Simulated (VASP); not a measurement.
# WS2 (P6_3/mmc) in VASP: notebook

WS2 is run at these levels: PBEsol; tasks: single point.

Program: VASP 6.6.1. These are calculated values, not measurements. Logs are shortened: lines on timing, memory, paths and dates and some standing lists are left out, and cuts for length are marked.

## 1. The cell of the first run

Symmetry: P6_3/mmc, No. 194, hexagonal system. Conventional cell: a = 2.974 Å, b = 2.974 Å, c = 10.818 Å, α = 90.00°, β = 90.00°, γ = 120.00°. Within 3.1 Å of W (site symmetry -6m2) lie 6 S at 2.34 Å and 6 W at 2.97 Å. Within 3.2 Å of S (site symmetry 3m) lie 3 W at 2.34 Å and 10 S at 2.82 to 3.18 Å.

## 2. Single point, PBEsol

Contents of INCAR:

```
SYSTEM = WS2
  PREC = Accurate
  ENCUT = 520
  EDIFF = 1E-6
  ISMEAR = -1
  SIGMA = 0.05
  LREAL = .False.
  LASPH = .True.
  NELM = 60
  ALGO = Normal
  ISIF = 2
  LWAVE = .False.
  LCHARG = .False.
  GGA = PS
  NBANDS = 35
```

Contents of KPOINTS:

```
Automatic mesh
0
Gamma
  10 10 3
  0 0 0
```

Contents of POSCAR:

```
WS2
1.0
    2.9744395030      0.0000000000      0.0000000000
   -1.4872197515      2.5759401716      0.0000000000
    0.0000000000      0.0000000000     10.8178784454
W S
2 4
Direct
    0.6666666667      0.3333333333      0.7500000000
    0.3333333333      0.6666666667      0.2500000000
    0.6666666667      0.3333333333      0.3968047412
    0.3333333333      0.6666666667      0.8968047412
    0.6666666667      0.3333333333      0.1031952588
    0.3333333333      0.6666666667      0.6031952588
```

Potentials or basis: VASP PAW PBE potentials, release 64 (W_sv, S).

Launch:

```bash
> cat potpaw_PBE.64/W_sv/POTCAR potpaw_PBE.64/S/POTCAR > POTCAR
> mpirun -np 1 vasp_std > vasp.out
```

OUTCAR:

```text
SYSTEM = WS2
   PREC = Accurate
   ENCUT = 520
   EDIFF = 1E-6
   ISMEAR = -1
   LREAL = .False.
   LASPH = .True.
   NELM = 60
   ISIF = 2
   GGA = PS

 ion  position               nearest neighbor table
   1  0.667  0.333  0.750-   4 2.34   6 2.34   4 2.34   6 2.34   4 2.34   6 2.34
   2  0.333  0.667  0.250-   3 2.34   5 2.34   3 2.34   5 2.34   3 2.34   5 2.34
   3  0.667  0.333  0.397-   2 2.34   2 2.34   2 2.34
   4  0.333  0.667  0.897-   1 2.34   1 2.34   1 2.34
   5  0.667  0.333  0.103-   2 2.34   2 2.34   2 2.34
   6  0.333  0.667  0.603-   1 2.34   1 2.34   1 2.34

  LATTYP: Found a hexagonal cell.
 ALAT       =     2.9744395030
 C/A-ratio  =     3.6369468717

  Lattice vectors:

 A1 = (   2.9744395030,   0.0000000000,   0.0000000000)
 A2 = (  -1.4872197515,   2.5759401716,   0.0000000000)
 A3 = (   0.0000000000,   0.0000000000,  10.8178784454)

Analysis of symmetry for initial positions (statically):
=====================================================================
 Subroutine PRICEL returns:
 Original cell was already a primitive cell.

 Routine SETGRP: Setting up the symmetry group for a
 hexagonal supercell.

 Subroutine GETGRP returns: Found 24 space group operations
 (whereof 12 operations were pure point group operations)
 out of a pool of 24 trial point group operations.

The static configuration has the point symmetry D_3d.
 The point group associated with its full space group is D_6h.

Analysis of symmetry for dynamics (positions and initial velocities):
=====================================================================
 Subroutine PRICEL returns:
 Original cell was already a primitive cell.

 Routine SETGRP: Setting up the symmetry group for a
 hexagonal supercell.

 Subroutine GETGRP returns: Found 24 space group operations
 (whereof 12 operations were pure point group operations)
 out of a pool of 24 trial point group operations.

The dynamic configuration has the point symmetry D_3d.
 The point group associated with its full space group is D_6h.

 Subroutine INISYM returns: Found 24 space group operations
 (whereof 12 operations are pure point group operations),
 and found     1 'primitive' translations

----------------------------------------------------------------------------------------

                                     Primitive cell

  volume of cell :      82.8863

  direct lattice vectors                    reciprocal lattice vectors
     2.974439503  0.000000000  0.000000000     0.336197794  0.194103887  0.000000000
    -1.487219752  2.575940172  0.000000000     0.000000000  0.388207774  0.000000000
     0.000000000  0.000000000 10.817878445     0.000000000  0.000000000  0.092439567

  length of vectors
     2.974439503  2.974439503 10.817878445     0.388207774  0.388207774  0.092439567

  position of ions in fractional coordinates (direct lattice)
     0.666666667  0.333333333  0.750000000
     0.333333333  0.666666667  0.250000000
     0.666666667  0.333333333  0.396804741
     0.333333333  0.666666667  0.896804741
     0.666666667  0.333333333  0.103195259
     0.333333333  0.666666667  0.603195259

  ion indices of the primitive-cell ions
   primitive index   ion index
                 1           1
                 2           2
                 3           3
                 4           4
                 5           5
                 6           6

----------------------------------------------------------------------------------------

 KPOINTS: Automatic mesh

Automatic generation of k-mesh.
 Grid dimensions read from file:
 generate k-points for:   10   10    3

 Generating k-lattice:

  Cartesian coordinates                     Fractional coordinates (reciprocal lattice)
     0.033619779  0.019410389  0.000000000     0.100000000  0.000000000  0.000000000
     0.000000000  0.038820777  0.000000000     0.000000000  0.100000000  0.000000000
     0.000000000  0.000000000  0.030813189     0.000000000  0.000000000  0.333333333

  Length of vectors
     0.038820777  0.038820777  0.030813189

  Shift w.r.t. Gamma in fractional coordinates (k-lattice)
     0.000000000  0.000000000  0.000000000

 Subroutine IBZKPT returns following result:
 ===========================================

 Found     28 irreducible k-points:

 Following reciprocal coordinates:
            Coordinates               Weight
  0.000000  0.000000  0.000000      1.000000
  0.100000  0.000000  0.000000      6.000000
  0.200000  0.000000  0.000000      6.000000
  0.300000 -0.000000  0.000000      6.000000
  0.400000 -0.000000  0.000000      6.000000
  0.500000  0.000000  0.000000      3.000000
[... 16 lines left out ...]
  0.300000  0.100000  0.333333     24.000000
  0.400000  0.100000  0.333333     24.000000
 [... further k-points ...]
   k-points           NKPTS =     28   k-points in BZ     NKDIM =     28   number of bands    NBANDS=     35
   number of dos      NEDOS =    301   number of ions     NIONS =      6
   total plane-waves  NPLWV =  46080
   dimension x,y,z NGX =    24 NGY =   24 NGZ =   80
   dimension x,y,z NGXF=    48 NGYF=   48 NGZF=  160
   ions per type =               2   4
   NGX,Y,Z   is equivalent  to a cutoff of  13.41, 13.41, 12.29 a.u.
   NGXF,Y,Z  is equivalent  to a cutoff of  26.83, 26.83, 24.59 a.u.
 SYSTEM =  WS2
   PREC   = accura    normal or accurate (medium, high low for compatibility)
   ISTART =      0    job   : 0-new  1-cont  2-samecut
   ICHARG =      2    charge: 1-file 2-atom 10-const
   ISPIN  =      1    spin polarized calculation?
   LNONCOLLINEAR =      F non collinear calculations
   LSORBIT =      F    spin-orbit coupling
   LASPH  =      T    aspherical Exc in radial PAW
   ENCUT  =  520.0 eV  38.22 Ry    6.18 a.u.   5.53  5.53 20.11*2*pi/ulx,y,z
   NELM   =     60;   NELMIN=  2; NELMDL= -5     # of ELM steps
   EDIFF  = 0.1E-05   stopping-criterion for ELM
   LREAL  =      F    real-space projection
   EDIFFG = 0.1E-04   stopping-criterion for IOM
   NSW    =      0    number of steps for IOM
   IBRION =     -1    ionic relax: 0-MD 1-quasi-New 2-CG
   NFREE  =      0    steps in history (QN), initial steepest desc. (CG)
   ISIF   =      2    stress and relaxation
   ISYM   =      2    0-nonsym 1-usesym 2-fastsym
   POTIM  = 0.5000    time-step for ionic-motion
   TEBEG  =    0.0;   TEEND  =   0.0 temperature during run
   PSTRESS=    0.0 pullay stress
   NELECT =      52.0000    total number of electrons
   NUPDOWN=      -1.0000    fix difference up-down
   EMIN   =  10.00;   EMAX   =-10.00  energy-range for DOS
   EFERMI =   0.00;   METHOD = LEGACY
   ISMEAR =    -1;   SIGMA  =   0.05  broadening in eV -4-tet -1-fermi 0-gaus
   EFERMI_NEDOS =   21; number of points for ismear=-14 and -15
   IALGO  =     38    algorithm
   IMIX   =      4    mixing-type and parameters
     AMIX     =   0.40;   BMIX     =  1.00
     AMIX_MAG =   1.60;   BMIX_MAG =  1.00
  volume/ion in A,a.u.               =      13.81        93.22
  Fermi-wavevector in a.u.,A,eV,Ry     =   1.401463  2.648381 26.723180  1.964098
  Thomas-Fermi vector in A             =   2.524322
   LORBIT       =      0    0 simple, 1 ext, 2 COOP (PROOUT), +10 PAW based schemes
   GGA     = PS    functional components
   LHFCALC =     F    Hartree Fock is set to
   AEXX    =    0.0000 exact exchange contribution
   IVDW    =     0    specifies the selected vdW correction
   LEPSILON=     F    determine dielectric tensor
   LRPA    =     F    only Hartree local field effects (RPA)
 non-spin polarized calculation
  energy-cutoff  :      520.00
  volume of cell :       82.89
 maximum number of plane-waves:      2284
 NGX is ok and might be reduce to    24
   NGX = 11   NGY = 11   NGZ = 41

 number of electron      52.0000007 magnetization

 Free energy of the ion-electron system (eV)
  ---------------------------------------------------
  ext. energy  EPLUGINS =         0.00000000
  ---------------------------------------------------
  free energy    TOTEN  =       -48.95025075 eV

  energy without entropy =      -48.94806766  energy(sigma->0) =      -48.94915920

 E-fermi :  11.3817     XC(G=0): -12.6364

 val. band max:       11.0994217018   @ k =   0.0000   0.0000   0.3333
 cond. band min:      11.3974912083   @ k =   0.0000   0.0000   0.3333
 fundamental gap:      0.2980695064
 Fermi energy:        11.3817410352

 k-point     1 :       0.0000    0.0000    0.0000
  band No.  band energies     occupation
      1     -63.3730      2.00000
      2     -63.3730      2.00000
      3     -27.8364      2.00000
      4     -27.8355      2.00000
      5     -27.4053      2.00000
      6     -27.4053      2.00000
[... 27 lines left out ...]
     34      14.0941      0.00000
     35      16.7142      0.00000

 k-point     2 :       0.1000    0.0000    0.0000
  band No.  band energies     occupation
      1     -63.3688      2.00000
      2     -63.3687      2.00000
      3     -27.8236      2.00000
      4     -27.8227      2.00000
      5     -27.4732      2.00000
      6     -27.4731      2.00000
[... 27 lines left out ...]
     34      14.0663      0.00000
     35      17.5856      0.00000

 k-point     3 :       0.2000    0.0000    0.0000
  band No.  band energies     occupation
      1     -63.3576      2.00000
      2     -63.3576      2.00000
      3     -27.7900      2.00000
      4     -27.7892      2.00000
      5     -27.6475      2.00000
      6     -27.6474      2.00000
[... 27 lines left out ...]
     34      14.9920      0.00000
     35      17.9883      0.00000
[... 723 lines left out ...]
 k-point    23 :       0.3000    0.1000    0.3333
  band No.  band energies     occupation
      1     -63.3361      2.00000
      2     -63.3361      2.00000
      3     -27.9432      2.00000
      4     -27.9432      2.00000
      5     -27.7244      2.00000
      6     -27.7242      2.00000
[... 27 lines left out ...]
     34      15.9311      0.00000
     35      16.8775      0.00000

 k-point    24 :       0.4000    0.1000    0.3333
  band No.  band energies     occupation
      1     -63.3284      2.00000
      2     -63.3284      2.00000
      3     -28.0486      2.00000
      4     -28.0486      2.00000
      5     -27.7008      2.00000
      6     -27.7007      2.00000
[... 27 lines left out ...]
     34      15.6102      0.00000
     35      16.7184      0.00000

 [... further k-points ...]

------------------------ aborting loop because EDIFF is reached ----------------------------------------

  FORCE on cell =-STRESS in cart. coord.  units (eV):
  Direction    XX          YY          ZZ          XY          YZ          ZX
  --------------------------------------------------------------------------------------
  -------------------------------------------------------------------------------------
  Total       15.6691410     15.6691410     15.7529889      0.0000000      0.0000000      0.0000000
  in kB      302.8815094    302.8815094    304.5022733      0.0000000      0.0000000      0.0000000
  external PRESSURE =     303.4217641 kB  Pullay stress =       0.0000000 kB

 VOLUME and BASIS-vectors are now :
 -----------------------------------------------------------------------------
  energy-cutoff  :      520.00
  volume of cell :       82.89
      direct lattice vectors                 reciprocal lattice vectors
     2.974439503  0.000000000  0.000000000     0.336197794  0.194103887  0.000000000
    -1.487219752  2.575940172  0.000000000     0.000000000  0.388207774  0.000000000
     0.000000000  0.000000000 10.817878445     0.000000000  0.000000000  0.092439567

 POSITION                                       TOTAL-FORCE (eV/Angst)
 -----------------------------------------------------------------------------------
      1.48722      0.85865      8.11341        -0.000000      0.000000      0.000000
     -0.00000      1.71729      2.70447         0.000000      0.000000      0.000000
      1.48722      0.85865      4.29259        -0.000000      0.000000      0.009554
     -0.00000      1.71729      9.70152         0.000000      0.000000      0.009554
      1.48722      0.85865      1.11635        -0.000000      0.000000     -0.009554
     -0.00000      1.71729      6.52529         0.000000      0.000000     -0.009554
 -----------------------------------------------------------------------------------
    total drift:                               -0.000000      0.000000     -0.000000

  FREE ENERGIE OF THE ION-ELECTRON SYSTEM (eV)
  ---------------------------------------------------
  free  energy   TOTEN  =       -48.9502507482 eV

  energy  without entropy=      -48.9480676570  energy(sigma->0) =      -48.94915920
```

It took 38 s on 1 thread of AMD EPYC 9R45 (Zen 5), shared host; peak memory 0.2 GiB.

Results:

```
Free energy            : -48.9503 eV
Pressure               : 30.3 GPa
Largest force          : 0.010 eV/Å
Band gap on the k mesh : zero (bands 26 and 27 overlap by 0.06 eV)
```

Forces on the atoms (eV/Å):
```
W    0.000  0.000  0.000
W    0.000  0.000  0.000
S    0.000  0.000  0.010
S    0.000  0.000  0.010
S    0.000  0.000 -0.010
S    0.000  0.000 -0.010
```

Levels at points of the mesh, in eV from the Fermi level:
```tsv
k point	band 24	band 25	band 26	band 27	band 28	band 29
(0.00, 0.00, 0.00)	-2.27	-0.58	0.10	1.73	1.73	2.17
(0.50, 0.00, 0.00)	-2.69	-2.17	-1.59	1.98	2.68	2.83
```

Caveat: the cell stands under pressure; the PAW data sets were made with another functional, which shifts forces and pressure a little; spin-orbit coupling is left out, which moves the levels of the heavy elements.

[end of part 1 of 3]

The gap in the log of VASP goes by the Fermi energy; the results here count the filled bands.